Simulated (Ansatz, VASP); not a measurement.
**One calculation of Ir, two programs**

```xyz
1
Lattice="0.0384 1.9389 1.9389 1.9389 0.0384 1.9389 1.9389 1.9389 0.0384" Properties=species:S:1:pos:R:3 pbc="T T T"
Ir    0.0000    0.0000    0.0000
```

Change from the starting cell: equal xy, yz and zx shear strains of +2 %, PAW files.

Alike in both runs: task electric field gradients; functional PBEsol; k mesh 18 × 18 × 18; occupations fermi-dirac, width 0.05 eV; no spin polarisation.

```csv
,VASP,Ansatz
version,VASP 6.6.1,Ansatz 0.2.0
potentials or method,"VASP PAW PBE potentials, release 64 (Ir_sv_GW)","PAW with Ansatz's default frozen-core files, scalar-relativistic"
plane-wave cutoff (eV),420,420
valence electrons in the cell,17,17
```

VASP gave:

| Item | Value |
| --- | --- |
| size of Vzz on the site where it differs most (V/Å²) | 40.4 |

Problem. What did Ansatz give for the same quantities?

Solution. Size of Vzz on the site where it differs most (V/Å²): 34.3.

VASP's potentials were made for PBE, not for PBEsol.

Spin-orbit coupling is off throughout.
